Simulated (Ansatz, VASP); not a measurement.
**One calculation of EuO, two programs**

INCAR

```
ALGO     = Normal         # electronic algorithm
EDIFF    = 1E-6           # SCF threshold, eV
ENCUT    = 600            # plane-wave cutoff, eV
GGA      = RP             # functional
GGA_COMPAT= False        
ISIF     = 2              # what is computed and relaxed
ISMEAR   = 1              # smearing method
ISPIN    = 2              # spin polarisation
LASPH    = True           # aspherical terms in the spheres
LCHARG   = True           # write CHGCAR
LELF     = True           # ELF
LMAXMIX  = 6              # l up to which the mixer works
LORBIT   = 11             # projections on sites
LREAL    = False          # projectors in reciprocal space
LVHAR    = True         
LWAVE    = False          # write WAVECAR
MAGMOM   = 4.9 0          # initial moments
NBANDS   = 22             # bands
NELM     = 200            # most SCF steps
PREC     = Accurate       # precision mode
SIGMA    = 0.1            # smearing width, eV
```

File KPOINTS:

```
k-points
0
Gamma
  8 8 8
```

File POSCAR:

```
EuO
1.0
    0.0000000000      2.5719500000      2.5719500000
    2.5719500000      0.0000000000      2.5719500000
    2.5719500000      2.5719500000      0.0000000000
Eu O
1 1
Direct
    0.0000000000      0.0000000000      0.0000000000
    0.5000000000      0.5000000000      0.5000000000
```

Input for Ansatz:

```yaml
crystal:
  lattice:
    - [0.0, 2.57195, 2.57195]
    - [2.57195, 0.0, 2.57195]
    - [2.57195, 2.57195, 0.0]
  atoms:
    - { symbol: Eu, position: [0.0, 0.0, 0.0] }
    - { symbol: O, position: [0.5, 0.5, 0.5] }
basis:
  ecutwfc: 450.0
kpoints:
  mp_grid:
    grid: [8, 8, 8]
hamiltonian:
  xc: rpbe
magnetization:
  spin_polarized: true
  per_species:
    Eu: 4.9
scf:
  convergence:
    dr2_threshold: 1.0e-07
  occupations:
    method: methfessel_paxton
    width: 0.1
output:
  forces: true
  stress: true
```

Alike in both runs: task single point; functional RPBE; k mesh 8 × 8 × 8; occupations methfessel-paxton of order 1, width 0.1 eV; collinear spin.

```csv
,VASP,Ansatz
version,VASP 6.6.1,Ansatz 0.2.0
potentials or method,"VASP PAW PBE potentials, release 64 (Eu, O), cutoff 600 eV","plane waves, PAW"
valence electrons in the cell,23,23
```

Ansatz gave:

- pressure (GPa): -0.6
- net moment per atom (μB): 3.50
- size of the moment on the site where the two differ most (μB): 6.64

Task: Which values does VASP return?

Result: Pressure (GPa): -0.9; net moment per atom (μB): 3.50; size of the moment on the site where the two differ most (μB): 6.60.

VASP's potentials were made for PBE, not for RPBE. Site moments also hang on the region over which each program counts them. With one functional, cell and mesh, what is left measures potentials, basis and numerics. Ansatz's warnings: given moment on shells, stability check not made, stress scf threshold loose.

Spin-orbit coupling is off throughout.
